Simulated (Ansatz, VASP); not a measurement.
# Ag in VASP and in Ansatz

```
CELL_PARAMETERS angstrom
0.00000 2.07375 2.04310
2.04310 0.00000 2.04310
2.04310 2.07375 0.00000
ATOMIC_POSITIONS crystal
Ag 0.00000 0.00000 0.00000
```

Change from the starting cell: strain +0.0150 x Voigt [0, 1, 0, 0, 0, 0], atoms carried along.

Alike in both runs: task single point; functional r2SCAN; k mesh 20 × 20 × 20; occupations gaussian, width 0.15 eV; no spin polarisation.

```csv
,VASP,Ansatz
version,VASP 6.6.1,Ansatz 0.2.0
potentials or method,"VASP PAW PBE potentials, release 64 (Ag), cutoff 520 eV","scalar-relativistic, plane waves, PAW"
valence electrons in the cell,11,19
```

Ansatz gave:

```
gap on the k mesh at the Fermi level (eV)                     : none
pressure (GPa)                                                : -0.2
traceless stress, the component that is largest in VASP (GPa) : -0.38
```

Task: Estimate VASP's values.

Result: gap on the k mesh at the Fermi level (eV): none; pressure (GPa): 0.0; traceless stress, the component that is largest in VASP (GPa): -0.39.

VASP's potentials were made for PBE, not for r2SCAN. A gap of «none» marks a metal or a gap that the smearing closes. With one functional, cell and mesh, what is left measures potentials, basis and numerics. VASP's potentials hold 11 valence electrons a cell and Ansatz's 19, so a difference there can come from the potentials and not from the codes.
